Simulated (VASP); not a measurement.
# NaHg2 (P6/mmm) in VASP: further runs, part 2 of 2

VASP 6.6.1.

### 3 Single point, LDA

Input file INCAR:

```
SYSTEM = NaHg2
PREC = Accurate
ENCUT = 500
EDIFF = 1E-6
ISMEAR = -1
SIGMA = 0.1
LREAL = .FALSE.
LASPH = .TRUE.
NELM = 120
ALGO = Normal
ISIF = 2
LWAVE = .FALSE.
LCHARG = .TRUE.
LELF = .TRUE.
LVHAR = .TRUE.
NBANDS = 22
GGA_COMPAT = .FALSE.
```

Input file KPOINTS:

```
Automatic mesh
0
G
  3 3 4
  0 0 0
```

Input file POSCAR:

```
NaHg2
1.0
    5.0290000000      0.0000000000      0.0000000000
   -2.5145000000      4.3552417556      0.0000000000
    0.0000000000      0.0000000000      3.2304000000
Na Hg
1 2
Direct
    0.0000000000      0.0000000000      0.0000000000
    0.3333333333      0.6666666667      0.5000000000
    0.6666666667      0.3333333333      0.5000000000
```

Potentials or basis: VASP PAW LDA potentials, release 64 (Na_pv, Hg).

The run is started by

```bash
> cat potpaw_LDA.64/Na_pv/POTCAR potpaw_LDA.64/Hg/POTCAR > POTCAR
> mpirun -np 1 vasp_std > vasp.out
```

OUTCAR:

```text
SYSTEM = NaHg2
   PREC = Accurate
   ENCUT = 500
   EDIFF = 1E-6
   ISMEAR = -1
   LREAL = .FALSE.
   LASPH = .TRUE.
   NELM = 120
   ISIF = 2

 ion  position               nearest neighbor table
   1  0.000  0.000  0.000-   2 3.32   3 3.32   2 3.32   3 3.32   2 3.32   2 3.32   3 3.32   3 3.32
                             3 3.32   3 3.32   2 3.32   2 3.32
   2  0.333  0.667  0.500-   3 2.90   3 2.90   3 2.90   1 3.32   1 3.32   1 3.32   1 3.32   1 3.32
                             1 3.32
   3  0.667  0.333  0.500-   2 2.90   2 2.90   2 2.90   1 3.32   1 3.32   1 3.32   1 3.32   1 3.32
                             1 3.32

  LATTYP: Found a hexagonal cell.
 ALAT       =     5.0290000000
 C/A-ratio  =     0.6423543448

  Lattice vectors:

 A1 = (   5.0290000000,   0.0000000000,   0.0000000000)
 A2 = (  -2.5145000000,   4.3552417556,   0.0000000000)
 A3 = (   0.0000000000,   0.0000000000,   3.2304000000)

Analysis of symmetry for initial positions (statically):
=====================================================================
 Subroutine PRICEL returns:
 Original cell was already a primitive cell.

 Routine SETGRP: Setting up the symmetry group for a
 hexagonal supercell.

 Subroutine GETGRP returns: Found 24 space group operations
 (whereof 24 operations were pure point group operations)
 out of a pool of 24 trial point group operations.

The static configuration has the point symmetry D_6h.

Analysis of symmetry for dynamics (positions and initial velocities):
=====================================================================
 Subroutine PRICEL returns:
 Original cell was already a primitive cell.

 Routine SETGRP: Setting up the symmetry group for a
 hexagonal supercell.

 Subroutine GETGRP returns: Found 24 space group operations
 (whereof 24 operations were pure point group operations)
 out of a pool of 24 trial point group operations.

The dynamic configuration has the point symmetry D_6h.

 Subroutine INISYM returns: Found 24 space group operations
 (whereof 24 operations are pure point group operations),
 and found     1 'primitive' translations

----------------------------------------------------------------------------------------

                                     Primitive cell

  volume of cell :      70.7539

  direct lattice vectors                    reciprocal lattice vectors
     5.029000000  0.000000000  0.000000000     0.198846689  0.114804190  0.000000000
    -2.514500000  4.355241756  0.000000000     0.000000000  0.229608379  0.000000000
     0.000000000  0.000000000  3.230400000     0.000000000  0.000000000  0.309559188

  length of vectors
     5.029000000  5.029000000  3.230400000     0.229608379  0.229608379  0.309559188

  position of ions in fractional coordinates (direct lattice)
     0.000000000  0.000000000  0.000000000
     0.333333333  0.666666667  0.500000000
     0.666666667  0.333333333  0.500000000

  ion indices of the primitive-cell ions
   primitive index   ion index
                 1           1
                 2           2
                 3           3

----------------------------------------------------------------------------------------

 KPOINTS: Automatic mesh

Automatic generation of k-mesh.
 Grid dimensions read from file:
 generate k-points for:    3    3    4

 Generating k-lattice:

  Cartesian coordinates                     Fractional coordinates (reciprocal lattice)
     0.066282230  0.038268063  0.000000000     0.333333333  0.000000000  0.000000000
     0.000000000  0.076536126  0.000000000     0.000000000  0.333333333  0.000000000
     0.000000000  0.000000000  0.077389797     0.000000000  0.000000000  0.250000000

  Length of vectors
     0.076536126  0.076536126  0.077389797

  Shift w.r.t. Gamma in fractional coordinates (k-lattice)
     0.000000000  0.000000000  0.000000000

 Subroutine IBZKPT returns following result:
 ===========================================

 Found      9 irreducible k-points:

 Following reciprocal coordinates:
            Coordinates               Weight
  0.000000  0.000000  0.000000      1.000000
  0.333333 -0.000000  0.000000      6.000000
  0.333333  0.333333  0.000000      2.000000
  0.000000  0.000000  0.250000      2.000000
  0.333333 -0.000000  0.250000     12.000000
  0.333333  0.333333  0.250000      4.000000
  0.000000  0.000000  0.500000      1.000000
  0.333333 -0.000000  0.500000      6.000000
  0.333333  0.333333  0.500000      2.000000
   k-points           NKPTS =      9   k-points in BZ     NKDIM =      9   number of bands    NBANDS=     22
   number of dos      NEDOS =    301   number of ions     NIONS =      3
   total plane-waves  NPLWV =  38400
   dimension x,y,z NGX =    40 NGY =   40 NGZ =   24
   dimension x,y,z NGXF=    80 NGYF=   80 NGZF=   48
   ions per type =               1   2
   NGX,Y,Z   is equivalent  to a cutoff of  13.22, 13.22, 12.35 a.u.
   NGXF,Y,Z  is equivalent  to a cutoff of  26.45, 26.45, 24.70 a.u.
 SYSTEM =  NaHg2
   PREC   = accura    normal or accurate (medium, high low for compatibility)
   ISTART =      0    job   : 0-new  1-cont  2-samecut
   ICHARG =      2    charge: 1-file 2-atom 10-const
   ISPIN  =      1    spin polarized calculation?
   LNONCOLLINEAR =      F non collinear calculations
   LSORBIT =      F    spin-orbit coupling
   LASPH  =      T    aspherical Exc in radial PAW
   ENCUT  =  500.0 eV  36.75 Ry    6.06 a.u.   9.17  9.17  5.89*2*pi/ulx,y,z
   NELM   =    120;   NELMIN=  2; NELMDL= -5     # of ELM steps
   EDIFF  = 0.1E-05   stopping-criterion for ELM
   LREAL  =      F    real-space projection
   EDIFFG = 0.1E-04   stopping-criterion for IOM
   NSW    =      0    number of steps for IOM
   IBRION =     -1    ionic relax: 0-MD 1-quasi-New 2-CG
   NFREE  =      0    steps in history (QN), initial steepest desc. (CG)
   ISIF   =      2    stress and relaxation
   ISYM   =      2    0-nonsym 1-usesym 2-fastsym
   POTIM  = 0.5000    time-step for ionic-motion
   TEBEG  =    0.0;   TEEND  =   0.0 temperature during run
   PSTRESS=    0.0 pullay stress
   NELECT =      31.0000    total number of electrons
   NUPDOWN=      -1.0000    fix difference up-down
   EMIN   =  10.00;   EMAX   =-10.00  energy-range for DOS
   EFERMI =   0.00;   METHOD = LEGACY
   ISMEAR =    -1;   SIGMA  =   0.10  broadening in eV -4-tet -1-fermi 0-gaus
   EFERMI_NEDOS =   21; number of points for ismear=-14 and -15
   IALGO  =     38    algorithm
   IMIX   =      4    mixing-type and parameters
     AMIX     =   0.40;   BMIX     =  1.00
     AMIX_MAG =   1.60;   BMIX_MAG =  1.00
  volume/ion in A,a.u.               =      23.58       159.16
  Fermi-wavevector in a.u.,A,eV,Ry     =   1.243403  2.349691 21.035309  1.546052
  Thomas-Fermi vector in A             =   2.377716
   LORBIT       =      0    0 simple, 1 ext, 2 COOP (PROOUT), +10 PAW based schemes
   GGA     = CA    functional components
   LHFCALC =     F    Hartree Fock is set to
   AEXX    =    0.0000 exact exchange contribution
   IVDW    =     0    specifies the selected vdW correction
   LEPSILON=     F    determine dielectric tensor
   LRPA    =     F    only Hartree local field effects (RPA)
 non-spin polarized calculation
  energy-cutoff  :      500.00
  volume of cell :       70.75
 maximum number of plane-waves:      1803
 NGX is ok and might be reduce to    40
   NGX = 19   NGY = 19   NGZ = 11

 number of electron      31.0000005 magnetization

 Free energy of the ion-electron system (eV)
  ---------------------------------------------------
  ext. energy  EPLUGINS =         0.00000000
  ---------------------------------------------------
  free energy    TOTEN  =        -4.31515869 eV

  energy without entropy =       -4.29510074  energy(sigma->0) =       -4.30512971

 E-fermi :   2.4393     XC(G=0): -10.1519

 val. band max:        2.3335416520   @ k =   0.3333   0.3333   0.5000
 cond. band min:       2.6318105542   @ k =   0.3333   0.3333   0.5000
 fundamental gap:      0.2982689021
 Fermi energy:         2.4392673825

 k-point     1 :       0.0000    0.0000    0.0000
  band No.  band energies     occupation
      1     -22.1822      2.00000
      2     -22.1822      2.00000
      3     -22.1760      2.00000
      4      -6.1049      2.00000
      5      -5.6479      2.00000
      6      -5.1551      2.00000
[... 199 lines left out ...]
      6      -5.3289      2.00000
[... 14 lines left out ...]
     21      10.0547      0.00000
     22      11.1119      0.00000

------------------------ aborting loop because EDIFF is reached ----------------------------------------

  FORCE on cell =-STRESS in cart. coord.  units (eV):
  Direction    XX          YY          ZZ          XY          YZ          ZX
  --------------------------------------------------------------------------------------
  -------------------------------------------------------------------------------------
  Total       -1.8808878     -1.8808878      0.3889888      0.0000000      0.0000000      0.0000000
  in kB      -42.5915330    -42.5915330      8.8084081      0.0000000      0.0000000      0.0000000
  external PRESSURE =     -25.4582193 kB  Pullay stress =       0.0000000 kB

 VOLUME and BASIS-vectors are now :
 -----------------------------------------------------------------------------
  energy-cutoff  :      500.00
  volume of cell :       70.75
      direct lattice vectors                 reciprocal lattice vectors
     5.029000000  0.000000000  0.000000000     0.198846689  0.114804190  0.000000000
    -2.514500000  4.355241756  0.000000000     0.000000000  0.229608379  0.000000000
     0.000000000  0.000000000  3.230400000     0.000000000  0.000000000  0.309559188

 POSITION                                       TOTAL-FORCE (eV/Angst)
 -----------------------------------------------------------------------------------
      0.00000      0.00000      0.00000        -0.000000      0.000000     -0.000000
     -0.00000      2.90349      1.61520         0.000000      0.000000     -0.000000
      2.51450      1.45175      1.61520        -0.000000      0.000000      0.000000
 -----------------------------------------------------------------------------------
    total drift:                                0.000000     -0.000000      0.000000

  FREE ENERGIE OF THE ION-ELECTRON SYSTEM (eV)
  ---------------------------------------------------
  free  energy   TOTEN  =        -4.3151586884 eV

  energy  without entropy=       -4.2951007412  energy(sigma->0) =       -4.30512971
```

OSZICAR:

```text
N       E                     dE             d eps       ncg     rms          rms(c)
DAV:   1     0.267206744812E+03    0.26721E+03   -0.15243E+04   396   0.140E+03
DAV:   2     0.562212574289E+01   -0.26158E+03   -0.24585E+03   408   0.390E+02
DAV:   3    -0.448330557901E+01   -0.10105E+02   -0.10031E+02   482   0.856E+01
DAV:   4    -0.456208533125E+01   -0.78780E-01   -0.78771E-01   426   0.763E+00
DAV:   5    -0.456300466058E+01   -0.91933E-03   -0.91932E-03   456   0.758E-01    0.428E+00
DAV:   6    -0.433545519064E+01    0.22755E+00   -0.56196E-01   450   0.688E+00    0.341E+00
DAV:   7    -0.431949065153E+01    0.15965E-01   -0.39084E-02   396   0.136E+00    0.196E+00
DAV:   8    -0.431519443957E+01    0.42962E-02   -0.34727E-03   450   0.649E-01    0.101E-01
DAV:   9    -0.431516127047E+01    0.33169E-04   -0.20899E-04   444   0.146E-01    0.248E-02
DAV:  10    -0.431515898720E+01    0.22833E-05   -0.25442E-05   428   0.515E-02    0.126E-02
DAV:  11    -0.431515868843E+01    0.29877E-06   -0.53715E-07   316   0.611E-03
   1 F= -.43151587E+01 E0= -.43051297E+01  d E =-.200579E-01
```

stdout:

```text
POSCAR found type information on POSCAR NaHg
 POSCAR found :  2 types and       3 ions
 scaLAPACK will be used
 LDA part: xc-table for (Slater(with rela. corr.)+CA(PZ))
 , standard interpolation
 POSCAR, INCAR and KPOINTS ok, starting setup
 FFT: planning ... GRIDC
 FFT: planning ... GRID_SOFT
 FFT: planning ... GRID
 WAVECAR not read
 entering main loop
```

It took 5.3 s on 1 thread of Intel Xeon 6975P-C (Granite Rapids), shared host; peak memory 0.16 GiB.

What came out:

| Quantity | Value |
| --- | --- |
| Free energy | -4.3152 eV |
| Pressure | -2.5 GPa |
| Band gap on the k mesh | zero (an odd number of electrons rules out a gap without spin polarisation) |

Levels at points of the mesh, in eV from the Fermi level:
| k point | band 12 | band 13 | band 14 | band 15 | band 16 | band 17 | band 18 | band 19 | band 20 | band 21 |
| --- | --- | --- | --- | --- | --- | --- | --- | --- | --- | --- |
| (0.00, 0.00, 0.00) | -7.14 | -6.57 | -6.57 | -0.30 | 1.02 | 1.02 | 3.53 | 3.53 | 3.73 | 7.29 |
| (0.00, 0.00, 0.50) | -7.01 | -6.05 | -4.14 | -2.43 | 2.69 | 3.85 | 3.85 | 3.86 | 5.96 | 6.19 |

Caveat: the k points lie up to 0.49 Å⁻¹ apart, too coarse for converged energies and pressures of a metal; spin-orbit coupling is left out, which moves the levels of the heavy elements.

### 4 Single point, LDA

Input file INCAR:

```
PREC = Accurate ; ENCUT = 500
EDIFF = 1E-6 ; ISMEAR = -1
SIGMA = 0.1 ; LREAL = F
LASPH = T ; NELM = 120
ALGO = Normal ; ISIF = 2
LWAVE = F ; LCHARG = T
LELF = T ; LVHAR = T
NBANDS = 22 ; GGA_COMPAT = F
```

Input file KPOINTS:

```
regular mesh
0
Gamma
  4 4 5
```

POSCAR is that of step 3.

The run is started by

```bash
> cat potpaw_LDA.64/Na_pv/POTCAR potpaw_LDA.64/Hg/POTCAR > POTCAR
> mpirun -np 1 vasp_std > vasp.out
```

Run time: 6.3 s. Hardware: 1 thread of Intel Xeon 6975P-C (Granite Rapids), shared host; peak memory 0.16 GiB.

Results (log left out):

```yaml
Free_energy: -4.1702 eV
Pressure: -1.8 GPa
Band_gap_on_the_k_mesh: zero (an odd number of electrons rules out a gap without spin polarisation)
```

Stress tensor (GPa, compression positive):
```
-2.75  0.00  0.00
 0.00 -2.75  0.00
 0.00  0.00  0.06
```

Levels at points of the mesh, in eV from the Fermi level:
```
           k point  band 13  band 14  band 15  band 16  band 17  band 18
(0.00, 0.00, 0.00)    -6.45    -6.45    -0.18     1.13     1.13     3.64
(0.50, 0.00, 0.00)    -6.38    -5.49    -5.17    -0.75     0.95     7.68
```

Caveat: the k points lie up to 0.39 Å⁻¹ apart, too coarse for converged energies and pressures of a metal; spin-orbit coupling is left out, which moves the levels of the heavy elements.

### 5 Single point, LDA

Input file INCAR:

```
SYSTEM = NaHg2
PREC = Accurate
ENCUT = 500
EDIFF = 1E-6
ISMEAR = -1
SIGMA = 0.1
LREAL = .FALSE.
LASPH = .TRUE.
NELM = 120
ALGO = Normal
ISIF = 2
LWAVE = .FALSE.
LCHARG = .FALSE.
NBANDS = 22
GGA_COMPAT = .FALSE.
```

Input file KPOINTS:

```
regular mesh
0
G
  5 5 6
  0 0 0
```

POSCAR is that of step 4.

The run is started by

```bash
> cat potpaw_LDA.64/Na_pv/POTCAR potpaw_LDA.64/Hg/POTCAR > POTCAR
> mpirun -np 1 vasp_std > vasp.out
```

It took 8.3 s on 1 thread of Intel Xeon 6975P-C (Granite Rapids), shared host; peak memory 0.17 GiB.

The run converged. Its results:

* Free energy: -4.2913 eV
* Pressure: -2.4 GPa
* Band gap on the k mesh: zero (an odd number of electrons rules out a gap without spin polarisation)

Stress tensor (GPa, compression positive):
```
-2.02  0.00  0.00
 0.00 -2.02  0.00
 0.00  0.00 -3.15
```

Levels at points of the mesh, in eV from the Fermi level:
```tsv
k point	band 11	band 12	band 13	band 14	band 15	band 16	band 17	band 18	band 19	band 20
(0.00, 0.00, 0.00)	-6.99	-6.99	-6.41	-6.41	-0.14	1.18	1.18	3.70	3.70	3.90
(0.00, 0.00, 0.50)	-6.86	-6.86	-5.91	-3.99	-2.28	2.84	4.01	4.01	4.01	6.13
```

Caveat: spin-orbit coupling is left out, which moves the levels of the heavy elements.

### 6 The runs side by side

| k mesh | gap on the mesh (eV) | pressure (GPa) |
| --- | --- | --- |
| 2 × 2 × 3 | none | -2.0 |
| 3 × 3 × 4 | none | -2.5 |
| 4 × 4 × 5 | none | -1.8 |
| 5 × 5 × 6 | none | -2.4 |

Alike in all rows: task single point; level LDA; potentials or basis VASP PAW LDA potentials, release 64 (Na_pv, Hg); no spin polarisation; cell as given; cutoff (eV) 500; smearing fermi-dirac 0.1 eV.

Caveats: some runs use coarse meshes; spin-orbit coupling is left out, which moves the levels of the heavy elements.

Absolute energies hang on the potentials; compare differences alone.
